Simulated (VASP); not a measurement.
Wanted: the native input for a VASP 6.6.1 run.

```yaml
Task: single point
Functional: PBEsol
Dispersion: D3(BJ)
Potentials_or_basis: VASP PAW PBE potentials, release 64 (Hf_pv, O)
Cutoff: 520 eV
k_mesh: 5 × 6 × 5
Occupations: fermi-dirac, width 0.05 eV
Spin: no spin polarisation
Dipole_correction: no
Further_INCAR_settings: ALGO = Normal; EDIFF = 1e-06; NBANDS = 56
```

The structure of HfO2 lies in POSCAR:

```
HfO2
1.0
    5.2194633600      0.0000000000      0.0000000000
    0.0000000000      5.0047636900      0.0000000000
    0.0000000000      0.0000000000      5.0326850500
Hf O
4 8
Direct
    0.9669940000      0.7325208200      0.7414403500
    0.5330060000      0.7325208200      0.2414403500
    0.4669940000      0.2674791800      0.7414403500
    0.0330060000      0.2674791800      0.2414403500
    0.6321274500      0.9286454000      0.8792672600
    0.8678725500      0.9286454000      0.3792672600
    0.2339485200      0.5398830500      0.4922923900
    0.2660514800      0.5398830500      0.9922923900
    0.7660514800      0.4601169500      0.9922923900
    0.7339485200      0.4601169500      0.4922923900
    0.1321274500      0.0713546000      0.8792672600
    0.3678725500      0.0713546000      0.3792672600
```

The input as run:

INCAR

```
SYSTEM = HfO2
PREC = Accurate
ENCUT = 520
EDIFF = 1E-6
ISMEAR = -1
SIGMA = 0.05
LREAL = .False.
LASPH = .True.
NELM = 60
ALGO = Normal
ISIF = 2
LWAVE = .False.
LCHARG = .False.
GGA = PS
IVDW = 12
NBANDS = 56
```

KPOINTS

```
Automatic mesh
0
Gamma
  5 6 5
  0 0 0
```

Potentials or basis: VASP PAW PBE potentials, release 64 (Hf_pv, O).

The run is started by

```sh
$ cat potpaw_PBE.64/Hf_pv/POTCAR potpaw_PBE.64/O/POTCAR > POTCAR
$ mpirun -np 1 vasp_std > vasp.out
```

Results of the run:

* Pressure: -4.8 GPa
* Largest force: 0.078 eV/Å
* Band gap on the k mesh: 4.34 eV (least direct gap 4.55 eV)
* Dispersion energy per atom: -0.225 eV

Caveat: the cell stands under tension; the PAW data sets were made with another functional, which shifts forces and pressure a little; spin-orbit coupling is left out, which moves the levels of the heavy elements.

Wall time 4.5 min on 1 thread of Intel Xeon 8259CL, with other jobs on the host, peak memory 0.37 GiB.
